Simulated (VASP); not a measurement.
# Pt (Pm-3m) in VASP: notebook

Runs on Pt. Level: PBE. Tasks: single point.

Everything below comes from runs of VASP 6.6.1. Logs are shortened: lines on timing, memory, paths and dates and some standing lists are left out, and cuts for length are marked.

### Step 1. The cell of the first run

It takes space group Pm-3m (No. 221, cubic). The conventional cell has a = 2.488 Å, b = 2.488 Å, c = 2.488 Å, α = 90.00°, β = 90.00°, γ = 90.00°. Pt (site symmetry m-3m) has 6 Pt at 2.49 Å within 3.3 Å.

### Step 2. Single point, PBE

INCAR

```
SYSTEM = Pt
ALGO = Normal ; EDIFF = 1E-6
ENCUT = 500 ; GGA = PE
GGA_COMPAT = .False. ; ISIF = 2
ISMEAR = 0 ; LASPH = .True.
LCHARG = .False. ; LREAL = .False.
LWAVE = .False. ; NBANDS = 11
NELM = 120 ; PREC = Accurate
SIGMA = 0.05
```

KPOINTS

```
k-points
0
Gamma
  10 10 10
  0 0 0
```

POSCAR

```
Pt
1.0
    2.4876464573      0.0000000000      0.0000000000
    0.0000000000      2.4876464573      0.0000000000
    0.0000000000      0.0000000000      2.4876464573
Pt
1
Direct
    0.0000000000      0.0000000000      0.0000000000
```

Potentials or basis: VASP PAW PBE potentials, release 64 (Pt).

Run with:

```console
> cat potpaw_PBE.64/Pt/POTCAR > POTCAR
> mpirun -np 1 vasp_std > vasp.out
```

OUTCAR:

```text
SYSTEM = Pt
   EDIFF = 1E-6
   ENCUT = 500
   GGA = PE
   ISIF = 2
   ISMEAR = 0
   LASPH = .True.
   LREAL = .False.
   NELM = 120
   PREC = Accurate

 ion  position               nearest neighbor table
   1  0.000  0.000  0.000-

  LATTYP: Found a simple cubic cell.
 ALAT       =     2.4876464573

  Lattice vectors:

 A1 = (   2.4876464573,   0.0000000000,   0.0000000000)
 A2 = (   0.0000000000,   2.4876464573,   0.0000000000)
 A3 = (   0.0000000000,   0.0000000000,   2.4876464573)

Analysis of symmetry for initial positions (statically):
=====================================================================
 Subroutine PRICEL returns:
 Original cell was already a primitive cell.

 Routine SETGRP: Setting up the symmetry group for a
 simple cubic supercell.

 Subroutine GETGRP returns: Found 48 space group operations
 (whereof 48 operations were pure point group operations)
 out of a pool of 48 trial point group operations.

The static configuration has the point symmetry O_h .

Analysis of symmetry for dynamics (positions and initial velocities):
=====================================================================
 Subroutine PRICEL returns:
 Original cell was already a primitive cell.

 Routine SETGRP: Setting up the symmetry group for a
 simple cubic supercell.

 Subroutine GETGRP returns: Found 48 space group operations
 (whereof 48 operations were pure point group operations)
 out of a pool of 48 trial point group operations.

The dynamic configuration has the point symmetry O_h .

 Subroutine INISYM returns: Found 48 space group operations
 (whereof 48 operations are pure point group operations),
 and found     1 'primitive' translations

----------------------------------------------------------------------------------------

                                     Primitive cell

  volume of cell :      15.3945

  direct lattice vectors                    reciprocal lattice vectors
     2.487646457  0.000000000  0.000000000     0.401986382  0.000000000  0.000000000
     0.000000000  2.487646457  0.000000000     0.000000000  0.401986382  0.000000000
     0.000000000  0.000000000  2.487646457     0.000000000  0.000000000  0.401986382

  length of vectors
     2.487646457  2.487646457  2.487646457     0.401986382  0.401986382  0.401986382

  position of ions in fractional coordinates (direct lattice)
     0.000000000  0.000000000  0.000000000

  ion indices of the primitive-cell ions
   primitive index   ion index
                 1           1

----------------------------------------------------------------------------------------

 KPOINTS: k-points

Automatic generation of k-mesh.
 Grid dimensions read from file:
 generate k-points for:   10   10   10

 Generating k-lattice:

  Cartesian coordinates                     Fractional coordinates (reciprocal lattice)
     0.040198638  0.000000000  0.000000000     0.100000000  0.000000000  0.000000000
     0.000000000  0.040198638  0.000000000     0.000000000  0.100000000  0.000000000
     0.000000000  0.000000000  0.040198638     0.000000000  0.000000000  0.100000000

  Length of vectors
     0.040198638  0.040198638  0.040198638

  Shift w.r.t. Gamma in fractional coordinates (k-lattice)
     0.000000000  0.000000000  0.000000000

 Subroutine IBZKPT returns following result:
 ===========================================

 Found     56 irreducible k-points:

 Following reciprocal coordinates:
            Coordinates               Weight
  0.000000  0.000000  0.000000      1.000000
  0.100000  0.000000  0.000000      6.000000
  0.200000  0.000000  0.000000      6.000000
  0.300000  0.000000  0.000000      6.000000
  0.400000  0.000000  0.000000      6.000000
  0.500000  0.000000  0.000000      3.000000
[... 16 lines left out ...]
  0.200000  0.100000  0.100000     24.000000
  0.300000  0.100000  0.100000     24.000000
 [... further k-points ...]
   k-points           NKPTS =     56   k-points in BZ     NKDIM =     56   number of bands    NBANDS=     11
   number of dos      NEDOS =    301   number of ions     NIONS =      1
   total plane-waves  NPLWV =   5832
   dimension x,y,z NGX =    18 NGY =   18 NGZ =   18
   dimension x,y,z NGXF=    36 NGYF=   36 NGZF=   36
   ions per type =               1
   NGX,Y,Z   is equivalent  to a cutoff of  12.03, 12.03, 12.03 a.u.
   NGXF,Y,Z  is equivalent  to a cutoff of  24.06, 24.06, 24.06 a.u.
 SYSTEM =  Pt
   PREC   = accura    normal or accurate (medium, high low for compatibility)
   ISTART =      0    job   : 0-new  1-cont  2-samecut
   ICHARG =      2    charge: 1-file 2-atom 10-const
   ISPIN  =      1    spin polarized calculation?
   LNONCOLLINEAR =      F non collinear calculations
   LSORBIT =      F    spin-orbit coupling
   LASPH  =      T    aspherical Exc in radial PAW
   ENCUT  =  500.0 eV  36.75 Ry    6.06 a.u.   4.54  4.54  4.54*2*pi/ulx,y,z
   NELM   =    120;   NELMIN=  2; NELMDL= -5     # of ELM steps
   EDIFF  = 0.1E-05   stopping-criterion for ELM
   LREAL  =      F    real-space projection
   EDIFFG = 0.1E-04   stopping-criterion for IOM
   NSW    =      0    number of steps for IOM
   IBRION =     -1    ionic relax: 0-MD 1-quasi-New 2-CG
   NFREE  =      0    steps in history (QN), initial steepest desc. (CG)
   ISIF   =      2    stress and relaxation
   ISYM   =      2    0-nonsym 1-usesym 2-fastsym
   POTIM  = 0.5000    time-step for ionic-motion
   TEBEG  =    0.0;   TEEND  =   0.0 temperature during run
   PSTRESS=    0.0 pullay stress
   NELECT =      10.0000    total number of electrons
   NUPDOWN=      -1.0000    fix difference up-down
   EMIN   =  10.00;   EMAX   =-10.00  energy-range for DOS
   EFERMI =   0.00;   METHOD = LEGACY
   ISMEAR =     0;   SIGMA  =   0.05  broadening in eV -4-tet -1-fermi 0-gaus
   EFERMI_NEDOS =   21; number of points for ismear=-14 and -15
   IALGO  =     38    algorithm
   IMIX   =      4    mixing-type and parameters
     AMIX     =   0.40;   BMIX     =  1.00
     AMIX_MAG =   1.60;   BMIX_MAG =  1.00
  volume/ion in A,a.u.               =      15.39       103.89
  Fermi-wavevector in a.u.,A,eV,Ry     =   1.417815  2.679281 27.350415  2.010199
  Thomas-Fermi vector in A             =   2.539006
   LORBIT       =      0    0 simple, 1 ext, 2 COOP (PROOUT), +10 PAW based schemes
   GGA     = PE    functional components
   LHFCALC =     F    Hartree Fock is set to
   AEXX    =    0.0000 exact exchange contribution
   IVDW    =     0    specifies the selected vdW correction
   LEPSILON=     F    determine dielectric tensor
   LRPA    =     F    only Hartree local field effects (RPA)
 non-spin polarized calculation
 Gauss-broadening in eV      SIGMA  =   0.05
  energy-cutoff  :      500.00
  volume of cell :       15.39
 maximum number of plane-waves:       405
   NGX =  9   NGY =  9   NGZ =  9

 number of electron      10.0000000 magnetization

 Free energy of the ion-electron system (eV)
  ---------------------------------------------------
  ext. energy  EPLUGINS =         0.00000000
  ---------------------------------------------------
  free energy    TOTEN  =        -5.36362516 eV

  energy without entropy =       -5.36123511  energy(sigma->0) =       -5.36243013

 E-fermi :  10.9904     XC(G=0): -13.2145

 val. band max:       10.9822515703   @ k =   0.5000   0.1000   0.0000
 cond. band min:      11.0053512268   @ k =   0.4000   0.4000   0.0000
 fundamental gap:      0.0230996565
 Fermi energy:        10.9904186313

 k-point     1 :       0.0000    0.0000    0.0000
  band No.  band energies     occupation
      1       1.0025      2.00000
      2       3.8294      2.00000
      3       3.8294      2.00000
      4      11.3731      0.00000
      5      11.3731      0.00000
      6      11.3731      0.00000
      7      26.9874      0.00000
      8      26.9874      0.00000
      9      26.9874      0.00000
     10      33.6138      0.00000
     11      36.4378      0.00000

 k-point     2 :       0.1000    0.0000    0.0000
  band No.  band energies     occupation
      1       1.3225      2.00000
      2       3.8945      2.00000
      3       4.1543      2.00000
      4      11.0369      0.18829
      5      11.0369      0.18826
      6      11.3992      0.00000
      7      25.1514      0.00000
      8      27.5851      0.00000
      9      27.5851      0.00000
     10      34.2209      0.00000
     11      34.6241      0.00000

 k-point     3 :       0.2000    0.0000    0.0000
  band No.  band energies     occupation
      1       2.1026      2.00000
      2       4.0695      2.00000
      3       5.1906      2.00000
      4      10.2436      2.00000
      5      10.2436      2.00000
      6      11.4683      0.00000
      7      22.0990      0.00000
      8      29.1064      0.00000
      9      29.1064      0.00000
     10      31.4408      0.00000
     11      34.9302      0.00000

 k-point     4 :       0.3000    0.0000    0.0000
  band No.  band energies     occupation
      1       2.9722      2.00000
      2       4.2955      2.00000
      3       6.9168      2.00000
      4       9.3911      2.00000
      5       9.3911      2.00000
      6      11.5550      0.00000
      7      19.3340      0.00000
      8      29.2421      0.00000
      9      31.0024      0.00000
     10      31.0024      0.00000
     11      34.1165      0.00000
[... 239 lines left out ...]
 k-point    22 :       0.1000    0.1000    0.1000
  band No.  band energies     occupation
      1       1.9843      2.00000
      2       4.4002      2.00000
      3       4.4002      2.00000
      4      10.6294      2.00000
      5      10.7608      2.00000
      6      10.7608      2.00000
      7      25.5645      0.00000
      8      26.6119      0.00000
      9      26.6119      0.00000
     10      35.0920      0.00000
     11      35.0920      0.00000

 k-point    23 :       0.2000    0.1000    0.1000
  band No.  band energies     occupation
      1       2.7820      2.00000
      2       4.5752      2.00000
      3       5.3842      2.00000
      4       9.9101      2.00000
      5       9.9110      2.00000
      6      10.8156      2.00000
      7      23.0934      0.00000
      8      27.1383      0.00000
      9      27.9609      0.00000
     10      32.9755      0.00000
     11      36.9216      0.00000

 k-point    24 :       0.3000    0.1000    0.1000
  band No.  band energies     occupation
      1       3.6450      2.00000
      2       4.8064      2.00000
      3       6.7886      2.00000
      4       8.9970      2.00000
      5       9.4755      2.00000
      6      10.9229      1.94369
      7      20.2255      0.00000
      8      28.4448      0.00000
      9      28.8209      0.00000
     10      32.0559      0.00000
     11      36.7972      0.00000

 [... further k-points ...]

------------------------ aborting loop because EDIFF is reached ----------------------------------------

  FORCE on cell =-STRESS in cart. coord.  units (eV):
  Direction    XX          YY          ZZ          XY          YZ          ZX
  --------------------------------------------------------------------------------------
  -------------------------------------------------------------------------------------
  Total        4.2514969      4.2514969      4.2514969     -0.0000000      0.0000000     -0.0000000
  in kB      442.4726879    442.4726879    442.4726879     -0.0000000      0.0000000     -0.0000000
  external PRESSURE =     442.4726879 kB  Pullay stress =       0.0000000 kB

 VOLUME and BASIS-vectors are now :
 -----------------------------------------------------------------------------
  energy-cutoff  :      500.00
  volume of cell :       15.39
      direct lattice vectors                 reciprocal lattice vectors
     2.487646457  0.000000000  0.000000000     0.401986382  0.000000000  0.000000000
     0.000000000  2.487646457  0.000000000     0.000000000  0.401986382  0.000000000
     0.000000000  0.000000000  2.487646457     0.000000000  0.000000000  0.401986382

 POSITION                                       TOTAL-FORCE (eV/Angst)
 -----------------------------------------------------------------------------------
      0.00000      0.00000      0.00000         0.000000      0.000000      0.000000
 -----------------------------------------------------------------------------------
    total drift:                                0.000000      0.000000      0.000000

  FREE ENERGIE OF THE ION-ELECTRON SYSTEM (eV)
  ---------------------------------------------------
  free  energy   TOTEN  =        -5.3636251575 eV

  energy  without entropy=       -5.3612351099  energy(sigma->0) =       -5.36243013
```

It took 10 s on 1 thread of Intel Xeon 8259CL, shared host; peak memory 0.12 GiB.

Results:

| Item | Value |
| --- | --- |
| Free energy | -5.3636 eV |
| Pressure | 44.2 GPa |
| Band gap on the k mesh | zero (band 5 reaches 13.65 eV, above the bottom of band 6 at 9.53 eV) |

Levels at points of the mesh, in eV from the Fermi level:
```csv
k point,band 2,band 3,band 4,band 5,band 6,band 7,band 8,band 9
"(0.00, 0.00, 0.00)",-7.16,-7.16,0.38,0.38,0.38,16.00,16.00,16.00
"(0.50, 0.00, 0.00)",-6.43,-2.43,-2.43,-1.26,0.66,5.47,16.37,20.28
"(0.50, 0.50, 0.00)",-5.75,-1.91,-1.91,2.47,4.49,4.49,11.59,14.45
"(0.50, 0.50, 0.50)",-6.23,-6.23,2.66,2.66,9.29,11.08,11.08,11.08
```

Caveat: spin-orbit coupling is left out, which moves the levels of the heavy elements.

(Part 1 of 2 ends here.)
